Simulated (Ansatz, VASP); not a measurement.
# One calculation of Ge, two programs

POSCAR

```
Ge
1.0
    0.0000000000      2.8368735121      2.8368735121
    2.8368735121      0.0000000000      2.8368735121
    2.8368735121      2.8368735121      0.0000000000
Ge
2
Direct
    0.0000000000      0.0000000000      0.0000000000
    0.2500000000      0.2500000000      0.2500000000
```

INCAR.step1

```
SYSTEM = Ge
PREC     = Accurate       ! precision mode
ENCUT    = 520            ! plane-wave cutoff, eV
EDIFF    = 1E-5           ! SCF threshold, eV
ISMEAR   = -1             ! smearing method
SIGMA    = 0.02           ! smearing width, eV
LREAL    = .False.        ! projectors in reciprocal space
LASPH    = .True.         ! aspherical terms in the spheres
NELM     = 60             ! most SCF steps
ALGO     = Normal         ! electronic algorithm
ISIF     = 2              ! what is computed and relaxed
LWAVE    = .True.         ! write WAVECAR
NBANDS   = 21             ! bands
GGA      = PE             ! functional
```

File INCAR.step2:

```
SYSTEM = Ge
PREC     = Accurate       ! precision mode
ENCUT    = 520            ! plane-wave cutoff, eV
EDIFF    = 1E-6           ! SCF threshold, eV
ISMEAR   = -1             ! smearing method
SIGMA    = 0.02           ! smearing width, eV
LREAL    = .False.        ! projectors in reciprocal space
LASPH    = .True.         ! aspherical terms in the spheres
NELM     = 60             ! most SCF steps
ALGO     = Normal         ! electronic algorithm
ISIF     = 2              ! what is computed and relaxed
LWAVE    = .False.        ! write WAVECAR
LCHARG   = .True.         ! write CHGCAR
GGA      = PE             ! functional
LHFCALC  = .True.         ! exact exchange
HFSCREEN = 0.2079         ! screening, 1/A
PRECFOCK = Normal       
LELF     = .True.         ! ELF
LVHAR    = .True.       
NBANDS   = 21             ! bands
ISTART   = 1
```

File KPOINTS:

```
Automatic mesh
0
Gamma
  4 4 4
  0 0 0
```

Input for Ansatz:

```yaml
crystal:
  lattice:
    - [0.0, 2.8368735121, 2.8368735121]
    - [2.8368735121, 0.0, 2.8368735121]
    - [2.8368735121, 2.8368735121, 0.0]
  atoms:
    - { symbol: Ge, position: [0.0, 0.0, 0.0] }
    - { symbol: Ge, position: [0.25, 0.25, 0.25] }
kpoints:
  mp_grid: { grid: [4, 4, 4] }
hamiltonian:
  xc: hse06
scf:
  occupations: { method: fermi_dirac, width: 0.02 }
  n_extra_bands: 4
output:
  forces: true
  stress: true
  eigenvalues: true
```

Alike in both runs: task single point; functional HSE06; k mesh 4 × 4 × 4; occupations fermi-dirac, width 0.02 eV; no spin polarisation.

|  | VASP | Ansatz |
| --- | --- | --- |
| version | VASP 6.6.1 | Ansatz 0.2.0 |
| potentials or method | VASP PAW PBE potentials, release 64 (Ge_d) | plane waves, PAW |
| plane-wave cutoff (eV) | 520 | 420 |
| valence electrons in the cell | 28 | 28 |

Ansatz gave:

| Property | Result |
| --- | --- |
| gap on the k mesh at the Fermi level (eV) | 0.84 |
| pressure (GPa) | 0.5 |

**Question.** Estimate VASP's values.

**Answer.** gap on the k mesh at the Fermi level (eV): 0.85; pressure (GPa): 0.5.

Ansatz's warnings: stress exchange threshold loose, stress scf threshold loose.

The k mesh is coarse, so the values compare programs but aren't converged.
